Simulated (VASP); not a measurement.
# Te2Pt (P-3m1) in VASP: notebook

The runs below take Te2Pt through single point, relaxation of cell and atoms, with PBE+D3(BJ).

Program: VASP 6.6.1. These are calculated values, not measurements. Logs are shortened: lines on timing, memory, paths and dates and some standing lists are left out, and cuts for length are marked.

### 1 The cell of the first run

It takes space group P-3m1 (No. 164, trigonal). The conventional cell has a = 4.053 Å, b = 4.053 Å, c = 5.088 Å, α = 90.00°, β = 90.00°, γ = 120.00°. Te (site symmetry 3m) has 3 Pt at 2.71 Å and 6 Te at 3.33 to 3.59 Å within 3.6 Å. Pt (site symmetry -3m) has 6 Te at 2.71 Å within 3.6 Å.

### 2 Single point, PBE+D3(BJ)

INCAR

```
SYSTEM = Te2Pt
ALGO     = Normal         ! electronic algorithm
EDIFF    = 1E-6           ! SCF threshold, eV
ENCUT    = 500            ! plane-wave cutoff, eV
GGA      = PE             ! functional
GGA_COMPAT= .False.      
ISIF     = 2              ! what is computed and relaxed
ISMEAR   = 0              ! smearing method
IVDW     = 12             ! dispersion correction
LASPH    = .True.         ! aspherical terms in the spheres
LCHARG   = .True.         ! write CHGCAR
LELF     = .True.         ! ELF
LREAL    = .False.        ! projectors in reciprocal space
LVHAR    = .True.       
LWAVE    = .False.        ! write WAVECAR
NBANDS   = 18             ! bands
NELM     = 120            ! most SCF steps
PREC     = Accurate       ! precision mode
SIGMA    = 0.1            ! smearing width, eV
```

KPOINTS

```
k-points
0
Gamma
  15 15 8
  0 0 0
```

POSCAR

```
Te2Pt
1.0
    4.0534697890      0.0000000000      0.0000000000
   -2.0267348945      3.5104078107      0.0000000000
    0.0000000000      0.0000000000      5.0878839660
Te Pt
2 1
Direct
    0.6666666667      0.3333333333      0.7330628320
    0.3333333333      0.6666666667      0.2669371680
    0.0000000000      0.0000000000      0.0000000000
```

Potentials or basis: VASP PAW PBE potentials, release 64 (Te, Pt).

Run with:

```console
$ cat potpaw_PBE.64/Te/POTCAR potpaw_PBE.64/Pt/POTCAR > POTCAR
$ mpirun -np 1 vasp_std > vasp.out
```

OUTCAR:

```text
SYSTEM = Te2Pt
   EDIFF = 1E-6
   ENCUT = 500
   GGA = PE
   ISIF = 2
   ISMEAR = 0
   IVDW = 12
   LASPH = .True.
   LREAL = .False.
   NELM = 120
   PREC = Accurate
 IVDW          = 12

 ion  position               nearest neighbor table
   1  0.667  0.333  0.733-   3 2.71   3 2.71   3 2.71   2 3.33   2 3.33   2 3.33   2 3.59   2 3.59
                             2 3.59
   2  0.333  0.667  0.267-   3 2.71   3 2.71   3 2.71   1 3.33   1 3.33   1 3.33   1 3.59   1 3.59
                             1 3.59
   3  0.000  0.000  0.000-   1 2.71   2 2.71   2 2.71   1 2.71   1 2.71   2 2.71

  LATTYP: Found a hexagonal cell.
 ALAT       =     4.0534697890
 C/A-ratio  =     1.2551922750

  Lattice vectors:

 A1 = (   4.0534697890,   0.0000000000,   0.0000000000)
 A2 = (  -2.0267348945,   3.5104078107,   0.0000000000)
 A3 = (   0.0000000000,   0.0000000000,   5.0878839660)

Analysis of symmetry for initial positions (statically):
=====================================================================
 Subroutine PRICEL returns:
 Original cell was already a primitive cell.

 Routine SETGRP: Setting up the symmetry group for a
 hexagonal supercell.

 Subroutine GETGRP returns: Found 12 space group operations
 (whereof 12 operations were pure point group operations)
 out of a pool of 24 trial point group operations.

The static configuration has the point symmetry D_3d.

Analysis of symmetry for dynamics (positions and initial velocities):
=====================================================================
 Subroutine PRICEL returns:
 Original cell was already a primitive cell.

 Routine SETGRP: Setting up the symmetry group for a
 hexagonal supercell.

 Subroutine GETGRP returns: Found 12 space group operations
 (whereof 12 operations were pure point group operations)
 out of a pool of 24 trial point group operations.

The dynamic configuration has the point symmetry D_3d.

 Subroutine INISYM returns: Found 12 space group operations
 (whereof 12 operations are pure point group operations),
 and found     1 'primitive' translations

----------------------------------------------------------------------------------------

                                     Primitive cell

  volume of cell :      72.3972

  direct lattice vectors                    reciprocal lattice vectors
     4.053469789  0.000000000  0.000000000     0.246702221  0.142433594  0.000000000
    -2.026734895  3.510407811  0.000000000     0.000000000  0.284867187  0.000000000
     0.000000000  0.000000000  5.087883966     0.000000000  0.000000000  0.196545363

  length of vectors
     4.053469789  4.053469789  5.087883966     0.284867187  0.284867187  0.196545363

  position of ions in fractional coordinates (direct lattice)
     0.666666667  0.333333333  0.733062832
     0.333333333  0.666666667  0.266937168
     0.000000000  0.000000000  0.000000000

  ion indices of the primitive-cell ions
   primitive index   ion index
                 1           1
                 2           2
                 3           3

----------------------------------------------------------------------------------------

 KPOINTS: k-points

Automatic generation of k-mesh.
 Grid dimensions read from file:
 generate k-points for:   15   15    8

 Generating k-lattice:

  Cartesian coordinates                     Fractional coordinates (reciprocal lattice)
     0.016446815  0.009495573  0.000000000     0.066666667  0.000000000  0.000000000
     0.000000000  0.018991146  0.000000000     0.000000000  0.066666667  0.000000000
     0.000000000  0.000000000  0.024568170     0.000000000  0.000000000  0.125000000

  Length of vectors
     0.018991146  0.018991146  0.024568170

  Shift w.r.t. Gamma in fractional coordinates (k-lattice)
     0.000000000  0.000000000  0.000000000

 Subroutine IBZKPT returns following result:
 ===========================================

 Found    192 irreducible k-points:

 Following reciprocal coordinates:
            Coordinates               Weight
  0.000000  0.000000  0.000000      1.000000
  0.066667  0.000000  0.000000      6.000000
  0.133333  0.000000  0.000000      6.000000
  0.200000  0.000000  0.000000      6.000000
  0.266667  0.000000  0.000000      6.000000
  0.333333  0.000000  0.000000      6.000000
[... 16 lines left out ...]
  0.333333  0.200000  0.000000     12.000000
  0.400000  0.200000  0.000000      6.000000
 [... further k-points ...]
   k-points           NKPTS =    192   k-points in BZ     NKDIM =    192   number of bands    NBANDS=     18
   number of dos      NEDOS =    301   number of ions     NIONS =      3
   total plane-waves  NPLWV =  36000
   dimension x,y,z NGX =    30 NGY =   30 NGZ =   40
   dimension x,y,z NGXF=    60 NGYF=   60 NGZF=   80
   ions per type =               2   1
   NGX,Y,Z   is equivalent  to a cutoff of  12.30, 12.30, 13.07 a.u.
   NGXF,Y,Z  is equivalent  to a cutoff of  24.61, 24.61, 26.14 a.u.
 SYSTEM =  Te2Pt
   PREC   = accura    normal or accurate (medium, high low for compatibility)
   ISTART =      0    job   : 0-new  1-cont  2-samecut
   ICHARG =      2    charge: 1-file 2-atom 10-const
   ISPIN  =      1    spin polarized calculation?
   LNONCOLLINEAR =      F non collinear calculations
   LSORBIT =      F    spin-orbit coupling
   LASPH  =      T    aspherical Exc in radial PAW
   ENCUT  =  500.0 eV  36.75 Ry    6.06 a.u.   7.39  7.39  9.28*2*pi/ulx,y,z
   NELM   =    120;   NELMIN=  2; NELMDL= -5     # of ELM steps
   EDIFF  = 0.1E-05   stopping-criterion for ELM
   LREAL  =      F    real-space projection
   EDIFFG = 0.1E-04   stopping-criterion for IOM
   NSW    =      0    number of steps for IOM
   IBRION =     -1    ionic relax: 0-MD 1-quasi-New 2-CG
   NFREE  =      0    steps in history (QN), initial steepest desc. (CG)
   ISIF   =      2    stress and relaxation
   ISYM   =      2    0-nonsym 1-usesym 2-fastsym
   POTIM  = 0.5000    time-step for ionic-motion
   TEBEG  =    0.0;   TEEND  =   0.0 temperature during run
   PSTRESS=    0.0 pullay stress
   NELECT =      22.0000    total number of electrons
   NUPDOWN=      -1.0000    fix difference up-down
   EMIN   =  10.00;   EMAX   =-10.00  energy-range for DOS
   EFERMI =   0.00;   METHOD = LEGACY
   ISMEAR =     0;   SIGMA  =   0.10  broadening in eV -4-tet -1-fermi 0-gaus
   EFERMI_NEDOS =   21; number of points for ismear=-14 and -15
   IALGO  =     38    algorithm
   IMIX   =      4    mixing-type and parameters
     AMIX     =   0.40;   BMIX     =  1.00
     AMIX_MAG =   1.60;   BMIX_MAG =  1.00
  volume/ion in A,a.u.               =      24.13       162.85
  Fermi-wavevector in a.u.,A,eV,Ry     =   1.100631  2.079891 16.481949  1.211389
  Thomas-Fermi vector in A             =   2.237045
   LORBIT       =      0    0 simple, 1 ext, 2 COOP (PROOUT), +10 PAW based schemes
   GGA     = PE    functional components
   LHFCALC =     F    Hartree Fock is set to
   AEXX    =    0.0000 exact exchange contribution
   IVDW    =    12    specifies the selected vdW correction
   LEPSILON=     F    determine dielectric tensor
   LRPA    =     F    only Hartree local field effects (RPA)
 non-spin polarized calculation
 Gauss-broadening in eV      SIGMA  =   0.10
  energy-cutoff  :      500.00
  volume of cell :       72.40
 maximum number of plane-waves:      1860
 NGX is ok and might be reduce to    30
   NGX = 15   NGY = 15   NGZ = 19

 number of electron      21.9999996 magnetization

 Free energy of the ion-electron system (eV)
  ---------------------------------------------------
  ext. energy  EPLUGINS =         0.00000000
  ---------------------------------------------------
  free energy    TOTEN  =       -13.51970168 eV

  energy without entropy =      -13.51308514  energy(sigma->0) =      -13.51639341

 E-fermi :   8.8496     XC(G=0): -10.6231

 val. band max:        8.8478461691   @ k =   0.3333   0.2000   0.0000
 cond. band min:       8.8547090086   @ k =   0.4000   0.1333   0.0000
 fundamental gap:      0.0068628395
 Fermi energy:         8.8496151862

 k-point     1 :       0.0000    0.0000    0.0000
  band No.  band energies     occupation
      1      -5.2352      2.00000
      2      -1.6127      2.00000
      3       2.1141      2.00000
      4       3.2027      2.00000
      5       3.2027      2.00000
      6       5.1667      2.00000
[... 10 lines left out ...]
     17      14.7931      0.00000
     18      18.2494      0.00000

 k-point     2 :       0.0667    0.0000    0.0000
  band No.  band energies     occupation
      1      -5.1874      2.00000
      2      -1.6454      2.00000
      3       2.1703      2.00000
      4       3.2288      2.00000
      5       3.2480      2.00000
      6       5.1281      2.00000
[... 10 lines left out ...]
     17      14.8920      0.00000
     18      17.4507      0.00000

 k-point     3 :       0.1333    0.0000    0.0000
  band No.  band energies     occupation
      1      -5.0460      2.00000
      2      -1.7389      2.00000
      3       2.3353      2.00000
      4       3.3047      2.00000
      5       3.3762      2.00000
      6       4.9878      2.00000
[... 10 lines left out ...]
     17      15.1443      0.00000
     18      16.5639      0.00000

 k-point     4 :       0.2000    0.0000    0.0000
  band No.  band energies     occupation
      1      -4.8171      2.00000
      2      -1.8829      2.00000
      3       2.5980      2.00000
      4       3.4227      2.00000
      5       3.5548      2.00000
      6       4.6514      2.00000
[... 375 lines left out ...]
      4       3.4288      2.00000
      5       3.7453      2.00000
      6       4.1399      2.00000
[... 10 lines left out ...]
     17      16.7731      0.00000
     18      17.4935      0.00000

 k-point    23 :       0.3333    0.2000    0.0000
  band No.  band energies     occupation
      1      -3.3915      2.00000
      2      -2.6816      2.00000
      3       2.3691      2.00000
      4       3.4859      2.00000
      5       3.7273      2.00000
      6       4.3290      2.00000
[... 10 lines left out ...]
     17      16.8071      0.00000
     18      17.6137      0.00000

 k-point    24 :       0.4000    0.2000    0.0000
  band No.  band energies     occupation
      1      -3.1925      2.00000
      2      -2.8300      2.00000
      3       2.2204      2.00000
      4       3.4998      2.00000
      5       3.7239      2.00000
      6       4.3736      2.00000
[... 10 lines left out ...]
     17      16.7420      0.00000
     18      17.9494      0.00000

 [... further k-points ...]

------------------------ aborting loop because EDIFF is reached ----------------------------------------

 Edisp (eV)   -1.69888

 E8    (eV) :    -0.7798

  FORCE on cell =-STRESS in cart. coord.  units (eV):
  Direction    XX          YY          ZZ          XY          YZ          ZX
  --------------------------------------------------------------------------------------
  -------------------------------------------------------------------------------------
  Total      -0.08133    -0.08133    -0.06547    -0.00000     0.00000     0.00000
  in kB      -1.79991    -1.79991    -1.44898    -0.00000     0.00000     0.00000
  external pressure =       -1.68 kB  Pullay stress =        0.00 kB

 VOLUME and BASIS-vectors are now :
 -----------------------------------------------------------------------------
  energy-cutoff  :      500.00
  volume of cell :       72.40
      direct lattice vectors                 reciprocal lattice vectors
     4.053469789  0.000000000  0.000000000     0.246702221  0.142433594  0.000000000
    -2.026734895  3.510407811  0.000000000     0.000000000  0.284867187  0.000000000
     0.000000000  0.000000000  5.087883966     0.000000000  0.000000000  0.196545363

 POSITION                                       TOTAL-FORCE (eV/Angst)
 -----------------------------------------------------------------------------------
      2.02673      1.17014      3.72974        -0.000000      0.000000      0.003063
     -0.00000      2.34027      1.35815         0.000000      0.000000     -0.003063
      0.00000      0.00000      0.00000         0.000000      0.000000     -0.000000
 -----------------------------------------------------------------------------------
    total drift:                               -0.000000     -0.000000      0.000000

  FREE ENERGIE OF THE ION-ELECTRON SYSTEM (eV)
  ---------------------------------------------------
  free  energy   TOTEN  =       -15.2185792612 eV

  energy  without entropy=      -15.2119627152  energy(sigma->0) =      -15.21527099
```

Wall time 2.8 min (1 thread of Intel Xeon Platinum 8488C (Sapphire Rapids), shared host); peak memory 0.37 GiB.

What came out:

| Quantity | Value |
| --- | --- |
| Free energy | -15.2186 eV |
| Pressure | -0.2 GPa |
| Largest force | 0.003 eV/Å |
| Band gap on the k mesh | zero (band 11 reaches 9.87 eV, above the bottom of band 12 at 8.61 eV) |
| Dispersion energy per atom | -0.566 eV |

Forces on the atoms (eV/Å):
```
Te   0.000  0.000  0.003
Te   0.000  0.000 -0.003
Pt   0.000  0.000  0.000
```

Levels at points of the mesh, in eV from the Fermi level:
```
           k point  band 8  band 9  band 10  band 11  band 12  band 13  band 14  band 15
(0.00, 0.00, 0.00)   -2.64   -0.48    -0.48     0.78     0.78     1.62     2.60     4.20
(0.00, 0.00, 0.50)   -2.25   -1.36    -1.34    -1.34     2.25     2.25     4.24     4.95
```

Caveat: spin-orbit coupling is left out, which moves the levels of the heavy elements; pairwise dispersion overbinds metals, which lowers pressure and volume.

### 3 Relaxation of cell and atoms, PBE+D3(BJ)

This run uses another cell than the first one, of 25.90 Å³/atom, 1.073 times its volume.

INCAR

```
ALGO     = Normal         # electronic algorithm
EDIFF    = 1E-7           # SCF threshold, eV
EDIFFG   = -0.02          # ionic threshold
ENCUT    = 500            # plane-wave cutoff, eV
GGA      = PE             # functional
GGA_COMPAT= False        
IBRION   = 2              # ionic algorithm
ISIF     = 3              # what is computed and relaxed
ISMEAR   = 0              # smearing method
IVDW     = 12             # dispersion correction
LASPH    = True           # aspherical terms in the spheres
LCHARG   = False          # write CHGCAR
LREAL    = False          # projectors in reciprocal space
LWAVE    = False          # write WAVECAR
NELM     = 120            # most SCF steps
NELMIN   = 4            
NSW      = 70             # ionic steps
PREC     = Accurate       # precision mode
SIGMA    = 0.1            # smearing width, eV
```

KPOINTS

```
k-points
0
Gamma
  15 15 8
```

POSCAR

```
Te2Pt
1.0
    4.0469660000      0.0000000000      0.0000000000
   -2.0234830000      3.5047750000      0.0000000000
    0.0000000000      0.0000000000      5.4784390000
Te Pt
2 1
Direct
    0.6666670000      0.3333330000      0.7508610000
    0.3333330000      0.6666670000      0.2491390000
    0.0000000000      0.0000000000      0.0000000000
```

Potentials or basis: VASP PAW PBE potentials, release 64 (Te, Pt).

Run with:

```console
$ cat potpaw_PBE.64/Te/POTCAR potpaw_PBE.64/Pt/POTCAR > POTCAR
$ mpirun -np 1 vasp_std > vasp.out
```

It took 17 min on 1 thread of Intel Xeon Platinum 8488C (Sapphire Rapids), shared host; peak memory 0.38 GiB.

Results (log left out):

```
Free energy                            : -15.2196 eV
Relaxed volume                         : 24.10 Å³/atom
Relaxed cell                           : a = 4.051 Å, b = 4.051 Å, c = 5.087 Å, α = 90.00°, β = 90.00°, γ = 120.00°
Space group after relaxing (to 0.05 Å) : P-3m1 (No. 164)
Energy gained by relaxing              : 26.4 meV/atom
Ionic steps                            : 9
Pressure after relaxing                : 0.0 GPa
Largest force after relaxing           : 0.010 eV/Å
Band gap on the k mesh                 : zero (band 11 reaches 9.90 eV, above the bottom of band 12 at 8.63 eV)
Dispersion energy per atom             : -0.567 eV
```

Forces on the atoms (eV/Å):
```
Te   0.000  0.000 -0.010
Te   0.000  0.000  0.010
Pt   0.000  0.000  0.000
```

Step by step:
| step | energy change (eV) | largest force (eV/Å) | pressure (GPa) | volume (Å³) |
| --- | --- | --- | --- | --- |
| 1 | 0.0000 | 0.2065 | -1.75 | 77.70 |
| 2 | -0.0144 | 0.5707 | 1.77 | 74.57 |
| 3 | -0.0163 | 0.4759 | 0.82 | 75.35 |
| 4 | -0.0361 | 0.4156 | 0.78 | 74.58 |
| 5 | -0.0737 | 0.2056 | 1.03 | 72.24 |
| 6 | -0.0753 | 0.0723 | 1.35 | 71.18 |
| 7 | -0.0762 | 0.1235 | 1.23 | 71.55 |
| 8 | -0.0721 | 0.1559 | -1.77 | 73.45 |
| 9 | -0.0792 | 0.0096 | 0.00 | 72.29 |

Final structure:
```xyz
3
Lattice="4.0508 0.0000 0.0000 -2.0254 3.5081 0.0000 0.0000 0.0000 5.0872" Properties=species:S:1:pos:R:3 pbc="T T T"
Te    2.0254    1.1694    3.7293
Te    0.0000    2.3387    1.3579
Pt    0.0000    0.0000    0.0000
```

Levels at points of the mesh, in eV from the Fermi level:
```tsv
k point	band 9	band 10	band 11	band 12	band 13	band 14
(0.00, 0.00, 0.00)	-0.48	-0.48	0.78	0.78	1.62	2.60
(0.00, 0.00, 0.50)	-1.36	-1.34	-1.34	2.26	2.26	4.23
```

Caveat: spin-orbit coupling is left out, which moves the levels of the heavy elements; pairwise dispersion overbinds metals, which lowers pressure and volume.
